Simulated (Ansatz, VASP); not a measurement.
# Two plane-wave programs on Ir

INCAR

```
PREC = Accurate
ENCUT = 560
EDIFF = 1E-6
ISMEAR = 0
SIGMA = 0.15
LREAL = F
LASPH = T
NELM = 120
ALGO = Normal
ISIF = 2
LWAVE = F
LCHARG = F
GGA = CA
NBANDS = 14
GGA_COMPAT = F
```

The input KPOINTS:

```
regular mesh
0
Gamma
  22 22 22
```

The input POSCAR:

```
Ir
1.0
    0.0000000000      2.2036365489      1.3865281165
    2.2036365489      0.0000000000      1.3865281165
    2.2036365489      2.2036365489      0.0000000000
Ir
1
Direct
    0.0000000000      0.0000000000      0.0000000000
```

Input for Ansatz:

```yaml
crystal:
  lattice:
    - [0.0, 2.2036365489, 1.3865281165]
    - [2.2036365489, 0.0, 1.3865281165]
    - [2.2036365489, 2.2036365489, 0.0]
  atoms:
    - { symbol: Ir, position: [0.0, 0.0, 0.0] }
basis:
  ecutwfc: 420
kpoints:
  mp_grid: { grid: [22, 22, 22] }
hamiltonian:
  xc: lda
  pseudopotentials: { kind: paw, azcp: { folder: soft_1 } }
scf:
  occupations: { method: gaussian, width: 0.15 }
output:
  forces: true
  stress: true
  eigenvalues: true
```

Alike in both runs: task single point; functional LDA; k mesh 22 × 22 × 22; occupations gaussian, width 0.15 eV; no spin polarisation.

|  | VASP | Ansatz |
| --- | --- | --- |
| version | VASP 6.6.1 | Ansatz 0.2.0 |
| potentials or method | VASP PAW LDA potentials, release 64 (Ir_sv_GW), cutoff 560 eV | scalar-relativistic, plane waves, PAW |
| valence electrons in the cell | 17 | 17 |

|  | VASP | Ansatz | Ansatz less VASP |
| --- | --- | --- | --- |
| gap on the k mesh at the Fermi level (eV) | none | none | - |
| pressure (GPa) | 22.9 | 23.3 | +0.33 |
| traceless stress, the component that is largest in VASP (GPa) | -26.06 | -26.45 | -0.391 |

Ansatz warns that its potentials were made for another functional, while VASP's fit it. LDA's correlation is that of Perdew and Zunger in VASP and of Perdew and Wang (1992) in Ansatz. A gap of «none» marks a metal or a gap that the smearing closes.

Spin-orbit coupling is off throughout.
